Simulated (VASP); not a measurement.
# Tl12F (a cell with a defect) in VASP: single point with LDA

Aim: the single point of Tl12F (a cell with a defect) with LDA.

All numbers are computed with VASP 6.6.1; they aren't measurements. Logs are shortened: lines on timing, memory, paths and dates and some standing lists are left out, and cuts for length are marked.

### 1 The cell of the first run

The cell holds a defect, 13 atoms: a = 6.920 Å, b = 10.380 Å, c = 5.533 Å, α = 90.00°, β = 90.00°, γ = 120.00°.

### 2 Single point, LDA

INCAR reads:

```
PREC = Accurate ; ENCUT = 520
EDIFF = 1E-6 ; ISMEAR = -1
SIGMA = 0.05 ; LREAL = F
LASPH = T ; NELM = 120
ALGO = Normal ; ISIF = 2
LWAVE = F ; LCHARG = T
LELF = T ; LVHAR = T
NBANDS = 94 ; GGA_COMPAT = F
```

KPOINTS reads:

```
Automatic mesh
0
Gamma
  3 2 3
```

POSCAR reads:

```
Tl12F
1.0
    6.9200000000      0.0000000000      0.0000000000
   -5.1900000000      8.9893440000      0.0000000000
    0.0000000000      0.0000000000      5.5325400000
Tl F
12 1
Direct
   -0.0693733418     -0.0135382515     -0.0282148886
    0.1025979376      0.2446007184      0.4563003611
   -0.0556695357      0.3359088272      0.0452414262
    0.2121607399      0.5264455337      0.6022730970
    0.1311666636      0.6811509271     -0.0576950189
    0.1907895310      0.9300122456      0.4323330694
    0.5099795704      0.0032482904     -0.0201715668
    0.6678878118      0.2511529206      0.6033575898
    0.4233473647      0.2650026520      0.1310790342
    0.6704226168      0.6013342019      0.4771949231
    0.6280077735      0.6746654706     -0.0821141826
    0.5648888059      0.8663257297      0.4677598354
    0.7325395125      0.4758522980      0.8818372755
```

Potentials or basis: VASP PAW LDA potentials, release 64 (Tl_d, F).

Run with:

```bash
> cat potpaw_LDA.64/Tl_d/POTCAR potpaw_LDA.64/F/POTCAR > POTCAR
> mpirun -np 1 vasp_std > vasp.out
```

OUTCAR:

```text
PREC = Accurate
   ENCUT = 520
   EDIFF = 1E-6
   ISMEAR = -1
   LREAL = F
   LASPH = T
   NELM = 120
   ISIF = 2

 ion  position               nearest neighbor table
   1  0.931  0.986  0.972-  11 2.86   7 3.00   9 3.30   6 3.34  12 3.51  12 3.55   2 3.55   3 3.60
                             2 3.68   6 3.68   7 3.93   5 4.05
   2  0.103  0.245  0.456-   4 2.75   9 2.78   3 2.88   8 3.15   1 3.55   6 3.61   1 3.68   3 3.71
                            10 3.82  12 3.83   8 3.96
   3  0.944  0.336  0.045-  13 2.68   2 2.88   8 2.95   4 3.11   5 3.19   7 3.27   9 3.33   8 3.50
                             1 3.60   4 3.63   2 3.71   9 3.77
   4  0.212  0.526  0.602-   5 2.71   2 2.75  10 2.95  11 3.04   3 3.11  12 3.22   8 3.40   3 3.63
                             5 4.14
   5  0.131  0.681  0.942-  13 2.53   4 2.71   7 3.05   3 3.19  11 3.45  11 3.47   6 3.62   6 3.71
                            12 3.72  10 3.85  12 3.92   1 4.05  10 4.12   4 4.14
   6  0.191  0.930  0.432-  12 2.98   7 3.17   1 3.34   9 3.44   8 3.45  10 3.52   7 3.60   2 3.61
                             5 3.62   1 3.68   5 3.71  12 4.05
   7  0.510  0.003  0.980-   1 3.00   5 3.05   8 3.06  12 3.16   6 3.17   9 3.17   3 3.27  12 3.28
                             6 3.60  11 3.90   1 3.93   8 4.11
   8  0.668  0.251  0.603-  13 2.64   3 2.95   7 3.06   2 3.15   9 3.16   4 3.40   9 3.41   6 3.45
                             3 3.50  10 3.69  12 3.77   2 3.96   7 4.11
   9  0.423  0.265  0.131-  13 2.57   2 2.78   8 3.16   7 3.17   1 3.30   3 3.33   8 3.41   6 3.44
                            10 3.58   3 3.77  11 3.93
  10  0.670  0.601  0.477-  11 2.61  13 2.73   4 2.95  12 3.18  11 3.23   6 3.52   9 3.58   8 3.69
                             2 3.82   5 3.85   5 4.12
  11  0.628  0.675  0.918-  13 2.51  10 2.61   1 2.86   4 3.04  10 3.23  12 3.35   5 3.45   5 3.47
                            12 3.78   7 3.90   9 3.93
  12  0.565  0.866  0.468-   6 2.98   7 3.16  10 3.18   4 3.22   7 3.28  11 3.35   1 3.51   1 3.55
                             5 3.72   8 3.77  11 3.78   2 3.83   5 3.92   6 4.05
  13  0.733  0.476  0.882-  11 2.51   5 2.53   9 2.57   8 2.64   3 2.68  10 2.73

  LATTYP: Found a simple monoclinic cell.
 ALAT       =     6.9200000000
 B/A-ratio  =     0.7995000000
 C/A-ratio  =     1.3228756993
 COS(beta)  =    -0.1889822302

  Lattice vectors:

 A1 = (   6.9200000000,   0.0000000000,   0.0000000000)
 A2 = (   0.0000000000,   0.0000000000,   5.5325400000)
 A3 = (  -1.7300000000,  -8.9893440000,   0.0000000000)

Analysis of symmetry for initial positions (statically):
=====================================================================
 Subroutine PRICEL returns:
 Original cell was already a primitive cell.

 Routine SETGRP: Setting up the symmetry group for a
 simple monoclinic supercell.

 Subroutine GETGRP returns: Found  1 space group operations
 (whereof  1 operations were pure point group operations)
 out of a pool of  4 trial point group operations.

The static configuration has the point symmetry C_1 .

Analysis of symmetry for dynamics (positions and initial velocities):
=====================================================================
 Subroutine PRICEL returns:
 Original cell was already a primitive cell.

 Routine SETGRP: Setting up the symmetry group for a
 simple monoclinic supercell.

 Subroutine GETGRP returns: Found  1 space group operations
 (whereof  1 operations were pure point group operations)
 out of a pool of  4 trial point group operations.

The dynamic configuration has the point symmetry C_1 .

 Subroutine INISYM returns: Found  1 space group operations
 (whereof  1 operations are pure point group operations),
 and found     1 'primitive' translations

----------------------------------------------------------------------------------------

                                     Primitive cell

  volume of cell :     344.1586

  direct lattice vectors                    reciprocal lattice vectors
     6.920000000  0.000000000  0.000000000     0.144508671  0.083432117  0.000000000
    -5.190000000  8.989344000  0.000000000     0.000000000  0.111242823  0.000000000
     0.000000000  0.000000000  5.532540000     0.000000000  0.000000000  0.180748806

  length of vectors
     6.920000000 10.380000267  5.532540000     0.166864238  0.111242823  0.180748806

[... 67 lines left out ...]
|     Results are often still useful ...                                      |
|                                                                             |
 -----------------------------------------------------------------------------

 Subroutine IBZKPT returns following result:
 ===========================================

 Found     10 irreducible k-points:

 Following reciprocal coordinates:
            Coordinates               Weight
  0.000000  0.000000  0.000000      1.000000
  0.333333  0.000000  0.000000      2.000000
  0.000000  0.500000  0.000000      1.000000
  0.333333  0.500000  0.000000      2.000000
  0.000000  0.000000  0.333333      2.000000
  0.333333  0.000000  0.333333      2.000000
 -0.333333  0.000000  0.333333      2.000000
  0.000000  0.500000  0.333333      2.000000
  0.333333  0.500000  0.333333      2.000000
 -0.333333  0.500000  0.333333      2.000000
   k-points           NKPTS =     10   k-points in BZ     NKDIM =     10   number of bands    NBANDS=     94
   number of dos      NEDOS =    301   number of ions     NIONS =     13
   total plane-waves  NPLWV = 181440
   dimension x,y,z NGX =    54 NGY =   80 NGZ =   42
   dimension x,y,z NGXF=   108 NGYF=  160 NGZF=   84
   ions per type =              12   1
   NGX,Y,Z   is equivalent  to a cutoff of  12.97, 12.81, 12.62 a.u.
   NGXF,Y,Z  is equivalent  to a cutoff of  25.95, 25.63, 25.24 a.u.
 SYSTEM =  unknown system
   PREC   = accura    normal or accurate (medium, high low for compatibility)
   ISTART =      0    job   : 0-new  1-cont  2-samecut
   ICHARG =      2    charge: 1-file 2-atom 10-const
   ISPIN  =      1    spin polarized calculation?
   LNONCOLLINEAR =      F non collinear calculations
   LSORBIT =      F    spin-orbit coupling
   LASPH  =      T    aspherical Exc in radial PAW
   ENCUT  =  520.0 eV  38.22 Ry    6.18 a.u.  12.87 19.30 10.29*2*pi/ulx,y,z
   NELM   =    120;   NELMIN=  2; NELMDL= -5     # of ELM steps
   EDIFF  = 0.1E-05   stopping-criterion for ELM
   LREAL  =      F    real-space projection
   EDIFFG = 0.1E-04   stopping-criterion for IOM
   NSW    =      0    number of steps for IOM
   IBRION =     -1    ionic relax: 0-MD 1-quasi-New 2-CG
   NFREE  =      0    steps in history (QN), initial steepest desc. (CG)
   ISIF   =      2    stress and relaxation
   ISYM   =      2    0-nonsym 1-usesym 2-fastsym
   POTIM  = 0.5000    time-step for ionic-motion
   TEBEG  =    0.0;   TEEND  =   0.0 temperature during run
   PSTRESS=    0.0 pullay stress
   NELECT =     163.0000    total number of electrons
   NUPDOWN=      -1.0000    fix difference up-down
   EMIN   =  10.00;   EMAX   =-10.00  energy-range for DOS
   EFERMI =   0.00;   METHOD = LEGACY
   ISMEAR =    -1;   SIGMA  =   0.05  broadening in eV -4-tet -1-fermi 0-gaus
   EFERMI_NEDOS =   21; number of points for ismear=-14 and -15
   IALGO  =     38    algorithm
   IMIX   =      4    mixing-type and parameters
     AMIX     =   0.40;   BMIX     =  1.00
     AMIX_MAG =   1.60;   BMIX_MAG =  1.00
  volume/ion in A,a.u.               =      26.47       178.65
  Fermi-wavevector in a.u.,A,eV,Ry     =   1.276099  2.411478 22.156128  1.628429
  Thomas-Fermi vector in A             =   2.408774
   LORBIT       =      0    0 simple, 1 ext, 2 COOP (PROOUT), +10 PAW based schemes
   GGA     = CA    functional components
   LHFCALC =     F    Hartree Fock is set to
   AEXX    =    0.0000 exact exchange contribution
   IVDW    =     0    specifies the selected vdW correction
   LEPSILON=     F    determine dielectric tensor
   LRPA    =     F    only Hartree local field effects (RPA)
 non-spin polarized calculation
  energy-cutoff  :      520.00
  volume of cell :      344.16
 maximum number of plane-waves:      9300
 NGX is ok and might be reduce to    54
   NGX = 25   NGY = 39   NGZ = 21

 number of electron     162.9999988 magnetization

 Free energy of the ion-electron system (eV)
  ---------------------------------------------------
  ext. energy  EPLUGINS =         0.00000000
  ---------------------------------------------------
  free energy    TOTEN  =       -37.25664699 eV

  energy without entropy =      -37.19957913  energy(sigma->0) =      -37.22811306

 E-fermi :   6.4768     XC(G=0): -10.5383

 val. band max:        6.4652721063   @ k =   0.3333   0.5000   0.0000
 cond. band min:       6.5377588606   @ k =   0.0000   0.0000   0.0000
 fundamental gap:      0.0724867543
 Fermi energy:         6.4768019328

 k-point     1 :       0.0000    0.0000    0.0000
  band No.  band energies     occupation
      1     -16.7234      2.00000
      2      -6.3890      2.00000
      3      -6.2634      2.00000
      4      -6.0643      2.00000
      5      -6.0095      2.00000
      6      -5.9131      2.00000
[... 949 lines left out ...]
     92       9.6874      0.00000
     93       9.9024      0.00000
 [bands above 93 left out]

------------------------ aborting loop because EDIFF is reached ----------------------------------------

  FORCE on cell =-STRESS in cart. coord.  units (eV):
  Direction    XX          YY          ZZ          XY          YZ          ZX
  --------------------------------------------------------------------------------------
  -------------------------------------------------------------------------------------
  Total       10.8680112      9.2231762     10.6790533     -0.7614076      2.5644180     -3.6578974
  in kB       50.5943479     42.9370724     49.7146837     -3.5446156     11.9382520    -17.0287767
  external PRESSURE =      47.7487013 kB  Pullay stress =       0.0000000 kB

 VOLUME and BASIS-vectors are now :
 -----------------------------------------------------------------------------
  energy-cutoff  :      520.00
  volume of cell :      344.16
      direct lattice vectors                 reciprocal lattice vectors
     6.920000000  0.000000000  0.000000000     0.144508671  0.083432117  0.000000000
    -5.190000000  8.989344000  0.000000000     0.000000000  0.111242823  0.000000000
     0.000000000  0.000000000  5.532540000     0.000000000  0.000000000  0.180748806

 POSITION                                       TOTAL-FORCE (eV/Angst)
 -----------------------------------------------------------------------------------
      1.32020      8.86764      5.37644         0.681149      0.701414     -0.085325
     -0.55950      2.19880      2.52450         0.256755     -1.515738      1.064910
      4.79140      3.01960      0.25030         0.093027      0.059377      0.223553
     -1.26410      4.73240      3.33210        -0.375395      0.066728     -1.208103
     -2.62750      6.12310      5.21334        -0.958310      0.899483      1.153265
     -3.50650      8.36020      2.39190        -0.839878     -0.279567      0.321334
      3.51220      0.02920      5.42094        -0.305705      0.053575     -0.080436
      3.31830      2.25770      3.33810        -0.567190      0.059691     -0.694571
      1.55420      2.38220      0.72520         0.586908      0.237118     -0.643121
      1.51840      5.40560      2.64010         1.389262     -0.529584     -2.672632
      0.84430      6.06480      5.07824        -0.334574      0.075745      2.718741
     -0.58720      7.78770      2.58790         0.446121      0.180681     -0.047531
      2.59950      4.27760      4.87880        -0.072169     -0.008925     -0.050083
 -----------------------------------------------------------------------------------
    total drift:                                0.000257      0.000456     -0.000001

  FREE ENERGIE OF THE ION-ELECTRON SYSTEM (eV)
  ---------------------------------------------------
  free  energy   TOTEN  =       -37.2566469924 eV

  energy  without entropy=      -37.1995791340  energy(sigma->0) =      -37.22811306
```

Wall time 11 min (1 thread of AMD EPYC 7R43 (Zen 3), shared host); peak memory 0.43 GiB.

What came out:

```yaml
Free_energy: -37.2566 eV
Pressure: 4.8 GPa
Largest_force: 3.058 eV/Å
Band_gap_on_the_k_mesh: zero (an odd number of electrons rules out a gap without spin polarisation)
```

Forces on the atoms (eV/Å):
```
Tl   0.681  0.701 -0.085
Tl   0.257 -1.516  1.065
Tl   0.093  0.059  0.224
Tl  -0.375  0.067 -1.208
Tl  -0.958  0.899  1.153
Tl  -0.840 -0.280  0.321
Tl  -0.306  0.054 -0.080
Tl  -0.567  0.060 -0.695
Tl   0.587  0.237 -0.643
Tl   1.389 -0.530 -2.673
Tl  -0.335  0.076  2.719
Tl   0.446  0.181 -0.048
F   -0.072 -0.009 -0.050
```

Caveat: the k points lie up to 0.38 Å⁻¹ apart, too coarse for converged energies and pressures of a metal; spin-orbit coupling is left out, which moves the levels of the heavy elements.

The gap in the log of VASP goes by the Fermi energy; the results here count the filled bands.